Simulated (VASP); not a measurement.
# SrFeBiO2 (Cmcm) in VASP: single point with PBE

Aim: the single point of SrFeBiO2 with PBE.

Program: VASP 6.6.1. These are calculated values, not measurements. Logs are shortened: lines on timing, memory, paths and dates and some standing lists are left out, and cuts for length are marked.

## Step 1: The cell of the first run

Symmetry: Cmcm, No. 63, orthorhombic system. Conventional cell: a = 5.373 Å, b = 12.384 Å, c = 5.249 Å, α = 90.00°, β = 90.00°, γ = 90.00°. Fe (site symmetry m2m) has 5 Sr at 3.21 to 4.20 Å and 5 Bi at 3.42 to 4.08 Å and 8 O at 3.57 to 3.67 Å and 4 Fe at 3.76 Å within 4.3 Å. Within 2.8 Å of O (site symmetry 2) lie 2 Bi at 2.08 Å and 2 Sr at 2.23 Å and 4 O at 2.62 to 2.72 Å. Within 2.9 Å of Sr (site symmetry m2m) lie 4 O at 2.23 Å. Within 2.8 Å of Bi (site symmetry m2m) lie 4 O at 2.08 Å.

## Step 2: Single point, PBE

INCAR

```
SYSTEM = SrFeBiO2
PREC = Accurate
ENCUT = 520
EDIFF = 1E-7
ISMEAR = -1
SIGMA = 0.1
LREAL = .FALSE.
LASPH = .TRUE.
NELM = 60
ALGO = Normal
ISIF = 2
LWAVE = .FALSE.
LCHARG = .FALSE.
GGA = PE
NBANDS = 56
```

KPOINTS

```
regular mesh
0
G
  4 4 4
  0 0 0
```

POSCAR

```
SrFeBiO2
1.0
    5.3730180000      0.0000000000      0.0000000000
    2.6865090000     -6.1918300000      0.0000000000
    0.0000000000      0.0000000000     -5.2485810000
Fe O Sr Bi
2 4 2 2
Direct
    0.7445000000      0.5110000000      0.7500000000
    0.2555000000      0.4890000000      0.2500000000
    0.2470000000      0.0000000000      0.0000000000
    0.7530000000      0.0000000000      0.5000000000
    0.7530000000      0.0000000000      0.0000000000
    0.2470000000      0.0000000000      0.5000000000
    0.4050000000      0.1900000000      0.7500000000
    0.5950000000      0.8100000000      0.2500000000
    0.0739000000      0.8522000000      0.7500000000
    0.9261000000      0.1478000000      0.2500000000
```

Potentials or basis: VASP PAW PBE potentials, release 64 (Fe, O, Sr_sv, Bi_d).

Run with:

```console
$ cat potpaw_PBE.64/Fe/POTCAR potpaw_PBE.64/O/POTCAR potpaw_PBE.64/Sr_sv/POTCAR potpaw_PBE.64/Bi_d/POTCAR > POTCAR
$ mpirun -np 1 vasp_std > vasp.out
```

OUTCAR:

```text
SYSTEM = SrFeBiO2
   PREC = Accurate
   ENCUT = 520
   EDIFF = 1E-7
   ISMEAR = -1
   LREAL = .FALSE.
   LASPH = .TRUE.
   NELM = 60
   ISIF = 2
   GGA = PE

 ion  position               nearest neighbor table
   1  0.745  0.511  0.750-   8 3.21   8 3.21   7 3.34   7 3.34   9 3.42   9 3.42  10 3.46  10 3.46

   2  0.255  0.489  0.250-   7 3.21   7 3.21   8 3.34   8 3.34  10 3.42  10 3.42   9 3.46   9 3.46

   3  0.247  0.000  0.000-   9 2.08  10 2.08   7 2.23   8 2.23
   4  0.753  0.000  0.500-  10 2.08   9 2.08   7 2.23   8 2.23
   5  0.753  0.000  0.000-  10 2.08   9 2.08   7 2.23   8 2.23
   6  0.247  0.000  0.500-   9 2.08  10 2.08   7 2.23   8 2.23
   7  0.405  0.190  0.750-   3 2.23   4 2.23   5 2.23   6 2.23   2 3.21   2 3.21   1 3.34   1 3.34
                             9 3.40   9 3.40   8 3.52   8 3.52  10 3.76  10 3.76  10 3.76  10 3.76
   8  0.595  0.810  0.250-   3 2.23   4 2.23   5 2.23   6 2.23   1 3.21   1 3.21   2 3.34   2 3.34
                            10 3.40  10 3.40   7 3.52   7 3.52   9 3.76   9 3.76   9 3.76   9 3.76
   9  0.074  0.852  0.750-   3 2.08   6 2.08   5 2.08   4 2.08  10 3.20  10 3.20   7 3.40   7 3.40
                             1 3.42   1 3.42   2 3.46   2 3.46   8 3.76   8 3.76   8 3.76   8 3.76
  10  0.926  0.148  0.250-   4 2.08   5 2.08   3 2.08   6 2.08   9 3.20   9 3.20   8 3.40   8 3.40
                             2 3.42   2 3.42   1 3.46   1 3.46   7 3.76   7 3.76   7 3.76   7 3.76

  LATTYP: Found a base centered orthorhombic cell.
 ALAT       =     5.3730180000
 B/A-ratio  =     2.3047866209
 C/A-ratio  =     0.9768403903

  Lattice vectors:

 A1 = (   2.6865090000,   6.1918300000,   0.0000000000)
 A2 = (   2.6865090000,  -6.1918300000,   0.0000000000)
 A3 = (   0.0000000000,   0.0000000000,  -5.2485810000)

Analysis of symmetry for initial positions (statically):
=====================================================================
 Subroutine PRICEL returns:
 Original cell was already a primitive cell.

 Routine SETGRP: Setting up the symmetry group for a
 base centered orthorhombic supercell.

 Subroutine GETGRP returns: Found  8 space group operations
 (whereof  4 operations were pure point group operations)
 out of a pool of  8 trial point group operations.

The static configuration has the point symmetry C_2h.
 The point group associated with its full space group is D_2h.

Analysis of symmetry for dynamics (positions and initial velocities):
=====================================================================
 Subroutine PRICEL returns:
 Original cell was already a primitive cell.

 Routine SETGRP: Setting up the symmetry group for a
 base centered orthorhombic supercell.

 Subroutine GETGRP returns: Found  8 space group operations
 (whereof  4 operations were pure point group operations)
 out of a pool of  8 trial point group operations.

The dynamic configuration has the point symmetry C_2h.
 The point group associated with its full space group is D_2h.

 Subroutine INISYM returns: Found  8 space group operations
 (whereof  4 operations are pure point group operations),
 and found     1 'primitive' translations

----------------------------------------------------------------------------------------

                                     Primitive cell

  volume of cell :     174.6141

  direct lattice vectors                    reciprocal lattice vectors
     5.373018000  0.000000000  0.000000000     0.186115141  0.080751571  0.000000000
     2.686509000 -6.191830000  0.000000000     0.000000000 -0.161503142  0.000000000
     0.000000000  0.000000000 -5.248581000     0.000000000  0.000000000 -0.190527687

  length of vectors
     5.373018000  6.749525121  5.248581000     0.202878441  0.161503142  0.190527687

  position of ions in fractional coordinates (direct lattice)
     0.744500000  0.511000000  0.750000000
     0.255500000  0.489000000  0.250000000
     0.247000000  0.000000000  0.000000000
     0.753000000  0.000000000  0.500000000
     0.753000000  0.000000000  0.000000000
     0.247000000  0.000000000  0.500000000
     0.405000000  0.190000000  0.750000000
     0.595000000  0.810000000  0.250000000
     0.073900000  0.852200000  0.750000000
     0.926100000  0.147800000  0.250000000

  ion indices of the primitive-cell ions
   primitive index   ion index
                 1           1
                 2           2
                 3           3
                 4           4
                 5           5
                 6           6
                 7           7
                 8           8
                 9           9
                10          10

----------------------------------------------------------------------------------------

 KPOINTS: regular mesh

Automatic generation of k-mesh.
 Grid dimensions read from file:
 generate k-points for:    4    4    4

 Generating k-lattice:

  Cartesian coordinates                     Fractional coordinates (reciprocal lattice)
     0.046528785  0.020187893  0.000000000     0.250000000 -0.000000000  0.000000000
     0.000000000 -0.040375786  0.000000000     0.000000000  0.250000000  0.000000000
     0.000000000  0.000000000 -0.047631922     0.000000000  0.000000000  0.250000000

  Length of vectors
     0.050719610  0.040375786  0.047631922

  Shift w.r.t. Gamma in fractional coordinates (k-lattice)
     0.000000000  0.000000000  0.000000000

 Subroutine IBZKPT returns following result:
 ===========================================

 Found     21 irreducible k-points:

 Following reciprocal coordinates:
            Coordinates               Weight
  0.000000  0.000000  0.000000      1.000000
  0.250000  0.000000  0.000000      4.000000
  0.500000  0.000000  0.000000      2.000000
  0.000000  0.250000  0.000000      2.000000
  0.500000  0.250000  0.000000      2.000000
 -0.250000  0.250000  0.000000      4.000000
[... 13 lines left out ...]
 -0.250000  0.250000  0.500000      4.000000
  0.000000  0.500000  0.500000      1.000000
   k-points           NKPTS =     21   k-points in BZ     NKDIM =     21   number of bands    NBANDS=     56
   number of dos      NEDOS =    301   number of ions     NIONS =     10
   total plane-waves  NPLWV =  80000
   dimension x,y,z NGX =    40 NGY =   50 NGZ =   40
   dimension x,y,z NGXF=    80 NGYF=  100 NGZF=   80
   ions per type =               2   4   2   2
   NGX,Y,Z   is equivalent  to a cutoff of  12.38, 12.32, 12.67 a.u.
   NGXF,Y,Z  is equivalent  to a cutoff of  24.75, 24.63, 25.34 a.u.
 SYSTEM =  SrFeBiO2
   PREC   = accura    normal or accurate (medium, high low for compatibility)
   ISTART =      0    job   : 0-new  1-cont  2-samecut
   ICHARG =      2    charge: 1-file 2-atom 10-const
   ISPIN  =      1    spin polarized calculation?
   LNONCOLLINEAR =      F non collinear calculations
   LSORBIT =      F    spin-orbit coupling
   LASPH  =      T    aspherical Exc in radial PAW
   ENCUT  =  520.0 eV  38.22 Ry    6.18 a.u.   9.99 12.55  9.76*2*pi/ulx,y,z
   NELM   =     60;   NELMIN=  2; NELMDL= -5     # of ELM steps
   EDIFF  = 0.1E-06   stopping-criterion for ELM
   LREAL  =      F    real-space projection
   EDIFFG = 0.1E-05   stopping-criterion for IOM
   NSW    =      0    number of steps for IOM
   IBRION =     -1    ionic relax: 0-MD 1-quasi-New 2-CG
   NFREE  =      0    steps in history (QN), initial steepest desc. (CG)
   ISIF   =      2    stress and relaxation
   ISYM   =      2    0-nonsym 1-usesym 2-fastsym
   POTIM  = 0.5000    time-step for ionic-motion
   TEBEG  =    0.0;   TEEND  =   0.0 temperature during run
   PSTRESS=    0.0 pullay stress
   NELECT =      90.0000    total number of electrons
   NUPDOWN=      -1.0000    fix difference up-down
   EMIN   =  10.00;   EMAX   =-10.00  energy-range for DOS
   EFERMI =   0.00;   METHOD = LEGACY
   ISMEAR =    -1;   SIGMA  =   0.10  broadening in eV -4-tet -1-fermi 0-gaus
   EFERMI_NEDOS =   21; number of points for ismear=-14 and -15
   IALGO  =     38    algorithm
   IMIX   =      4    mixing-type and parameters
     AMIX     =   0.40;   BMIX     =  1.00
     AMIX_MAG =   1.60;   BMIX_MAG =  1.00
  volume/ion in A,a.u.               =      17.46       117.84
  Fermi-wavevector in a.u.,A,eV,Ry     =   1.312591  2.480436 23.441394  1.722894
  Thomas-Fermi vector in A             =   2.442972
   LORBIT       =      0    0 simple, 1 ext, 2 COOP (PROOUT), +10 PAW based schemes
   GGA     = PE    functional components
   LHFCALC =     F    Hartree Fock is set to
   AEXX    =    0.0000 exact exchange contribution
   IVDW    =     0    specifies the selected vdW correction
   LEPSILON=     F    determine dielectric tensor
   LRPA    =     F    only Hartree local field effects (RPA)
 non-spin polarized calculation
  energy-cutoff  :      520.00
  volume of cell :      174.61
 maximum number of plane-waves:      4728
   NGX = 19   NGY = 25   NGZ = 19

 number of electron      89.9999998 magnetization

 Free energy of the ion-electron system (eV)
  ---------------------------------------------------
  ext. energy  EPLUGINS =         0.00000000
  ---------------------------------------------------
  free energy    TOTEN  =       -47.58767406 eV

  energy without entropy =      -46.74201742  energy(sigma->0) =      -47.16484574

 E-fermi :   5.2058     XC(G=0): -10.3905

 val. band max:        5.2053511968   @ k =   0.2500   0.0000   0.2500
 cond. band min:       5.2069610811   @ k =   0.0000   0.0000   0.2500
 fundamental gap:      0.0016098843
 Fermi energy:         5.2058106850

 k-point     1 :       0.0000    0.0000    0.0000
  band No.  band energies     occupation
      1     -28.2351      2.00000
      2     -28.1153      2.00000
      3     -18.5985      2.00000
      4     -18.5200      2.00000
      5     -18.3560      2.00000
      6     -17.9707      2.00000
[... 1228 lines left out ...]
     55      10.1852      0.00000
     56      10.1852      0.00000

------------------------ aborting loop because EDIFF is reached ----------------------------------------

  FORCE on cell =-STRESS in cart. coord.  units (eV):
  Direction    XX          YY          ZZ          XY          YZ          ZX
  --------------------------------------------------------------------------------------
  -------------------------------------------------------------------------------------
  Total       28.7232156     24.9369185     33.0871119      0.0000000      0.0000000      0.0000000
  in kB      263.5508471    228.8095492    303.5919269      0.0000000      0.0000000      0.0000000
  external PRESSURE =     265.3174411 kB  Pullay stress =       0.0000000 kB

 VOLUME and BASIS-vectors are now :
 -----------------------------------------------------------------------------
  energy-cutoff  :      520.00
  volume of cell :      174.61
      direct lattice vectors                 reciprocal lattice vectors
     5.373018000  0.000000000  0.000000000     0.186115141  0.080751571  0.000000000
     2.686509000 -6.191830000  0.000000000     0.000000000 -0.161503142  0.000000000
     0.000000000  0.000000000 -5.248581000     0.000000000  0.000000000 -0.190527687

 POSITION                                       TOTAL-FORCE (eV/Angst)
 -----------------------------------------------------------------------------------
      5.37302     -3.16403     -3.93644        -0.000000      0.178070      0.000000
      2.68651     -3.02780     -1.31215         0.000000     -0.178070      0.000000
      1.32714      0.00000      0.00000        -0.026056     -0.000000      0.000000
      4.04588      0.00000     -2.62429         0.026056     -0.000000      0.000000
      4.04588      0.00000      0.00000         0.026056     -0.000000      0.000000
      1.32714      0.00000     -2.62429        -0.026056     -0.000000      0.000000
      2.68651     -1.17645     -3.93644         0.000000     -4.139549      0.000000
      5.37302     -5.01538     -1.31215         0.000000      4.139549      0.000000
      2.68651     -5.27668     -3.93644        -0.000000      6.468215      0.000000
      5.37302     -0.91515     -1.31215         0.000000     -6.468215      0.000000
 -----------------------------------------------------------------------------------
    total drift:                               -0.000000      0.000000     -0.000000

  FREE ENERGIE OF THE ION-ELECTRON SYSTEM (eV)
  ---------------------------------------------------
  free  energy   TOTEN  =       -47.5876740641 eV

  energy  without entropy=      -46.7420174164  energy(sigma->0) =      -47.16484574
```

Run time: 3.3 min. Hardware: 1 thread of Intel Xeon 6975P-C (Granite Rapids), shared host; peak memory 0.38 GiB.

What came out:

* Free energy: -47.5877 eV
* Pressure: 26.5 GPa
* Largest force: 6.468 eV/Å
* Band gap on the k mesh: zero (bands 45 and 46 overlap by 0.18 eV)

Forces in eV/Å, atoms in the order of the input:
```
Fe   0.000  0.178  0.000
Fe   0.000 -0.178  0.000
O   -0.026  0.000  0.000
O    0.026  0.000  0.000
O    0.026  0.000  0.000
O   -0.026  0.000  0.000
Sr   0.000 -4.140  0.000
Sr   0.000  4.140  0.000
Bi   0.000  6.468  0.000
Bi   0.000 -6.468  0.000
```

Levels at points of the mesh, in eV from the Fermi level:
```csv
k point,band 44,band 45,band 46,band 47,band 48,band 49
"(0.00, 0.00, 0.00)",-0.07,-0.04,0.04,0.25,1.18,1.36
"(0.50, 0.00, 0.00)",-0.17,-0.14,-0.13,0.00,0.04,1.39
"(0.00, 0.50, 0.00)",-0.11,-0.05,0.04,0.25,0.76,1.21
"(0.00, 0.00, 0.50)",-0.18,-0.15,-0.15,-0.11,-0.11,2.26
"(0.50, 0.00, 0.50)",-0.12,-0.05,-0.05,0.45,0.45,1.73
"(0.00, 0.50, 0.50)",-0.16,-0.10,-0.10,0.09,0.09,2.18
```

Caveat: the stress differs along the axes, from 23 to 30 GPa; spin-orbit coupling is left out, which moves the levels of the heavy elements; the run has no spin polarisation, though such a crystal can be magnetic; forces of over 1 eV/Å act on the atoms, so gaps and moduli don't describe the material at rest. With open d or f shells a metallic result of PBE can be an artefact of self-interaction; +U or a hybrid may open a gap.
